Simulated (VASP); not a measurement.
Input of a VASP 6.6.1 run:

The input INCAR:

```
ALGO = Normal
EDIFF = 1E-8
ENCUT = 520
GGA = PS
ISIF = 2
ISMEAR = -1
LASPH = T
LCHARG = F
LEFG = T
LREAL = F
LWAVE = F
NBANDS = 15
NELM = 80
PREC = Accurate
SIGMA = 0.02
```

File KPOINTS:

```
k-points
0
Gamma
  9 9 9
```

Contents of POSCAR:

```
TaN
1.0
    0.0000000000      2.1790000000      2.1354200000
    2.1790000000      0.0000000000      2.1354200000
    2.1790000000      2.1790000000      0.0000000000
Ta N
1 1
Direct
    0.5000000000      0.5000000000      0.5000000000
    0.0000000000      0.0000000000      0.0000000000
```

Potentials or basis: VASP PAW PBE potentials, release 64 (Ta_pv, N).

Run with:

```console
$ cat potpaw_PBE.64/Ta_pv/POTCAR potpaw_PBE.64/N/POTCAR > POTCAR
$ mpirun -np 1 vasp_std > vasp.out
```

(1) Estimate the pressure.

(2) Estimate the band gap on the k mesh.

Answers

(1) 13.9 GPa.

(2) zero (band 8 reaches 11.57 eV, above the bottom of band 9 at 7.58 eV).

Caveat: the cell differs from its parent crystal (zz strain of -2 %); without QUAD_EFG the Cq values of the log hold for a quadrupole moment of 1 mb, not for the nuclei; the PAW data sets were made with another functional, which shifts forces and pressure a little; spin-orbit coupling is left out, which moves the levels of the heavy elements.
